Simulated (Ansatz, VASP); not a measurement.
# Sn in VASP and in Ansatz

INCAR

```
SYSTEM = Sn
  PREC = Accurate
  ENCUT = 520
  EDIFF = 1E-6
  ISMEAR = 0
  SIGMA = 0.15
  LREAL = .FALSE.
  LASPH = .TRUE.
  NELM = 80
  ALGO = Fast
  ISIF = 2
  LWAVE = .FALSE.
  LCHARG = .FALSE.
  GGA = PS
  NBANDS = 13
```

KPOINTS

```
Automatic mesh
0
G
  22 22 22
  0 0 0
```

POSCAR

```
Sn
1.0
   -1.8255851467      1.8255851467      1.7787752712
    1.8255851467     -1.8255851467      1.7787752712
    1.8255851467      1.8255851467     -1.7787752712
Sn
1
Direct
    0.0000000000      0.0000000000      0.0000000000
```

Input for Ansatz:

```yaml
crystal:
  lattice:
    - [-1.8255851467, 1.8255851467, 1.7787752712]
    - [1.8255851467, -1.8255851467, 1.7787752712]
    - [1.8255851467, 1.8255851467, -1.7787752712]
  atoms:
    - { symbol: Sn, position: [0.0, 0.0, 0.0] }
basis:
  ecutwfc: 420
kpoints:
  mp_grid: { grid: [22, 22, 22] }
hamiltonian:
  xc: pbesol
scf:
  occupations: { method: gaussian, width: 0.15 }
output:
  forces: true
  stress: true
  eigenvalues: true
```

Change from the starting cell: strain -0.025 along x and y, -0.050 along z, atoms carried along.

Alike in both runs: task single point; functional PBEsol; k mesh 22 × 22 × 22; occupations gaussian, width 0.15 eV; no spin polarisation.

|  | VASP | Ansatz |
| --- | --- | --- |
| version | VASP 6.6.1 | Ansatz 0.2.0 |
| potentials or method | VASP PAW PBE potentials, release 64 (Sn_d), cutoff 520 eV | scalar-relativistic, plane waves, PAW |
| valence electrons in the cell | 14 | 14 |

|  | VASP | Ansatz | Ansatz less VASP |
| --- | --- | --- | --- |
| gap on the k mesh at the Fermi level (eV) | none | none | - |
| pressure (GPa) | 6.8 | 6.8 | +0.03 |

VASP's potentials were made for PBE, not for PBEsol. A gap of «none» marks a metal or a gap that the smearing closes.
